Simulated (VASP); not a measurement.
# La (P6_3/mmc) in VASP: a series of runs, part 2 of 2

VASP 6.6.1. The steps go on from the part before.

### Step 4. Electric field gradients, PBE (38.81 Å³/atom)

This run uses another cell than the first one, of 38.81 Å³/atom.

The input, INCAR:

```
PREC     = Accurate       # precision mode
ENCUT    = 520            # plane-wave cutoff, eV
EDIFF    = 1E-8           # SCF threshold, eV
ISMEAR   = -1             # smearing method
SIGMA    = 0.05           # smearing width, eV
LREAL    = False          # projectors in reciprocal space
LASPH    = True           # aspherical terms in the spheres
NELM     = 60             # most SCF steps
ALGO     = Normal         # electronic algorithm
ISIF     = 2              # what is computed and relaxed
LWAVE    = False          # write WAVECAR
LCHARG   = False          # write CHGCAR
GGA      = PE             # functional
LEFG     = True         
NBANDS   = 18             # bands
```

The input, KPOINTS:

```
Automatic mesh
0
Gamma
  11 11 6
```

The input, POSCAR:

```
La
1.0
    3.8114884224      0.0000000000      0.0000000000
   -1.9057442111      3.3008458000      0.0000000000
    0.0000000000      0.0000000000      6.1695258859
La
2
Direct
    0.3333333333      0.6666666667      0.2500000000
    0.6666666667      0.3333333333      0.7500000000
```

Potentials or basis: VASP PAW PBE potentials, release 64 (La).

Command:

```bash
cat potpaw_PBE.64/La/POTCAR > POTCAR
mpirun -np 1 vasp_std > vasp.out
```

OUTCAR:

```text
PREC = Accurate
   ENCUT = 520
   EDIFF = 1E-8
   ISMEAR = -1
   LREAL = False
   LASPH = True
   NELM = 60
   ISIF = 2
   GGA = PE

 ion  position               nearest neighbor table
   1  0.333  0.667  0.250-
   2  0.667  0.333  0.750-

  LATTYP: Found a hexagonal cell.
 ALAT       =     3.8114884224
 C/A-ratio  =     1.6186657815

  Lattice vectors:

 A1 = (   3.8114884224,   0.0000000000,   0.0000000000)
 A2 = (  -1.9057442111,   3.3008458000,   0.0000000000)
 A3 = (   0.0000000000,   0.0000000000,   6.1695258859)

Analysis of symmetry for initial positions (statically):
=====================================================================
 Subroutine PRICEL returns:
 Original cell was already a primitive cell.

 Routine SETGRP: Setting up the symmetry group for a
 hexagonal supercell.

 Subroutine GETGRP returns: Found 24 space group operations
 (whereof 12 operations were pure point group operations)
 out of a pool of 24 trial point group operations.

The static configuration has the point symmetry D_3d.
 The point group associated with its full space group is D_6h.

Analysis of symmetry for dynamics (positions and initial velocities):
=====================================================================
 Subroutine PRICEL returns:
 Original cell was already a primitive cell.

 Routine SETGRP: Setting up the symmetry group for a
 hexagonal supercell.

 Subroutine GETGRP returns: Found 24 space group operations
 (whereof 12 operations were pure point group operations)
 out of a pool of 24 trial point group operations.

The dynamic configuration has the point symmetry D_3d.
[... 156 lines left out ...]
      1     -25.4806      2.00000
      2     -25.3112      2.00000
      3      -9.7728      2.00000
      4      -8.7270      2.00000
      5      -8.7270      2.00000
      6      -8.5642      2.00000
[... 481 lines left out ...]
      5      -9.0624      2.00000
      6      -8.8475      2.00000
[... 10 lines left out ...]
     17       9.1369      0.00000
     18       9.1880      0.00000

 [... further k-points ...]

------------------------ aborting loop because EDIFF is reached ----------------------------------------

  FORCE on cell =-STRESS in cart. coord.  units (eV):
  Direction    XX          YY          ZZ          XY          YZ          ZX
  --------------------------------------------------------------------------------------
  -------------------------------------------------------------------------------------
  Total       -0.2924332     -0.2924332     -0.4414185     -0.0000000     -0.0000000      0.0000000
  in kB       -6.0362284     -6.0362284     -9.1114910     -0.0000000     -0.0000000      0.0000000
  external PRESSURE =      -7.0613159 kB  Pullay stress =       0.0000000 kB

 VOLUME and BASIS-vectors are now :
 -----------------------------------------------------------------------------
  energy-cutoff  :      520.00
  volume of cell :       77.62
      direct lattice vectors                 reciprocal lattice vectors
     3.811488422  0.000000000  0.000000000     0.262364696  0.151476328  0.000000000
    -1.905744211  3.300845800  0.000000000     0.000000000  0.302952655  0.000000000
     0.000000000  0.000000000  6.169525886     0.000000000  0.000000000  0.162087009

 POSITION                                       TOTAL-FORCE (eV/Angst)
 -----------------------------------------------------------------------------------
     -0.00000      2.20056      1.54238         0.000000     -0.000000      0.000000
      1.90574      1.10028      4.62714        -0.000000      0.000000      0.000000
 -----------------------------------------------------------------------------------
    total drift:                               -0.000000      0.000000     -0.000000

  FREE ENERGIE OF THE ION-ELECTRON SYSTEM (eV)
  ---------------------------------------------------
  free  energy   TOTEN  =        -9.7226664912 eV

  energy  without entropy=       -9.6870056921  energy(sigma->0) =       -9.70483609

 Electric field gradients (V/A^2)
---------------------------------------------------------------------
 ion       V_xx      V_yy      V_zz      V_xy      V_xz      V_yz
---------------------------------------------------------------------
   1      -5.488    -5.488    10.976     0.000     0.000    -0.000
   2      -5.488    -5.488    10.976     0.000    -0.000     0.000
---------------------------------------------------------------------

 Electric field gradients after diagonalization (V/A^2)
 (convention: |V_zz| > |V_xx| > |V_yy|)
----------------------------------------------------------------------
 ion       V_xx      V_yy      V_zz     asymmetry (V_yy - V_xx)/ V_zz
----------------------------------------------------------------------
   1      -5.489    -5.488    10.976       0.000
   2      -5.489    -5.488    10.976       0.000
----------------------------------------------------------------------

           NMR quadrupolar parameters

 Cq : quadrupolar parameter    Cq=e*Q*V_zz/h
 eta: asymmetry parameters     (V_yy - V_xx)/ V_zz
 Q  : nuclear electric quadrupole moment in mb (millibarn)
----------------------------------------------------------------------
 ion       Cq(MHz)       eta       Q (mb)
----------------------------------------------------------------------
   1       0.027       0.000       1.000
   2       0.027       0.000       1.000
----------------------------------------------------------------------
```

OSZICAR:

```text
N       E                     dE             d eps       ncg     rms          rms(c)
DAV:   1     0.253520771193E+03    0.25352E+03   -0.80481E+03  2304   0.165E+03
DAV:   2     0.284510023771E+02   -0.22507E+03   -0.22184E+03  3248   0.301E+02
DAV:   3    -0.609987444028E+01   -0.34551E+02   -0.33690E+02  3832   0.137E+02
[... 12 lines left out ...]
DAV:  16    -0.972266594814E+01   -0.21598E-06   -0.24504E-06  4576   0.161E-02    0.589E-03
DAV:  17    -0.972266621551E+01   -0.26738E-06   -0.53180E-07  4112   0.720E-03    0.216E-03
DAV:  18    -0.972266642318E+01   -0.20767E-06   -0.16757E-07  4344   0.394E-03    0.477E-04
DAV:  19    -0.972266645383E+01   -0.30650E-07   -0.83736E-09  2880   0.722E-04    0.322E-04
DAV:  20    -0.972266649175E+01   -0.37919E-07   -0.53182E-09  3072   0.898E-04    0.605E-05
DAV:  21    -0.972266649119E+01    0.56434E-09   -0.11759E-09  2800   0.754E-04
   1 F= -.97226665E+01 E0= -.97048361E+01  d E =-.356608E-01
```

It took 2 min on 1 thread of Intel Xeon Platinum 8375C at 2.90GHz (Ice Lake), shared host; peak memory 0.25 GiB.

What came out:

```
Free energy                             : -9.7227 eV
Pressure                                : -0.7 GPa
Band gap on the k mesh                  : zero (bands 11 and 12 overlap by 1.40 eV)
Largest electric field gradient by atom : La +11.0 V/Å²
```

Levels at points of the mesh, in eV from the Fermi level:
| k point | band 8 | band 9 | band 10 | band 11 | band 12 | band 13 | band 14 | band 15 |
| --- | --- | --- | --- | --- | --- | --- | --- | --- |
| (0.00, 0.00, 0.00) | -15.98 | -3.19 | -1.69 | 1.08 | 1.30 | 1.30 | 1.49 | 1.56 |
| (0.00, 0.00, 0.50) | -16.09 | -1.91 | -1.91 | 0.57 | 0.57 | 1.36 | 1.36 | 1.36 |

Electric field gradients, principal values (V/Å²):
```csv
atom,least,middle,greatest (by size)
1 La,-5.488,-5.489,10.976
2 La,-5.488,-5.489,10.976
```

Caveat: without QUAD_EFG the Cq values of the log hold for a quadrupole moment of 1 mb, not for the nuclei; spin-orbit coupling is left out, which moves the levels of the heavy elements.
